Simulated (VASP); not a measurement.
A run of VASP 6.6.1 is set up as follows.

Contents of INCAR:

```
SYSTEM = Zr
ALGO     = Fast           ! electronic algorithm
EDIFF    = 1E-8           ! SCF threshold, eV
ENCUT    = 520            ! plane-wave cutoff, eV
GGA      = PE             ! functional
IBRION   = 8              ! ionic algorithm
ISIF     = 2              ! what is computed and relaxed
ISMEAR   = -1             ! smearing method
LASPH    = .True.         ! aspherical terms in the spheres
LCHARG   = .False.        ! write CHGCAR
LREAL    = .False.        ! projectors in reciprocal space
LWAVE    = .False.        ! write WAVECAR
NBANDS   = 19             ! bands
NELM     = 100            ! most SCF steps
NSW      = 1              ! ionic steps
PREC     = Accurate       ! precision mode
SIGMA    = 0.15           ! smearing width, eV
```

The input KPOINTS:

```
k-points
0
Gamma
  12 12 8
  0 0 0
```

Contents of POSCAR:

```
Zr
1.0
    3.2291008641      0.0000000029      0.0000000000
   -1.6145504345      2.7964833782      0.0000000000
    0.0000000000      0.0000000000      5.1924677594
Zr
2
Direct
    0.3333333333      0.6666666667      0.2500000000
    0.6666666667      0.3333333333      0.7500000000
```

Potentials or basis: VASP PAW PBE potentials, release 64 (Zr_sv).

Launch:

```sh
$ cat potpaw_PBE.64/Zr_sv/POTCAR > POTCAR
$ mpirun -np 1 vasp_std > vasp.out
```

What does it give for the highest phonon frequency at Γ?

155 cm⁻¹.

Phonon frequencies in cm⁻¹ (negative: imaginary):
```tsv
q point	frequencies
(0.000, 0.000, 0.000)	0 0 0 65 65 155
```
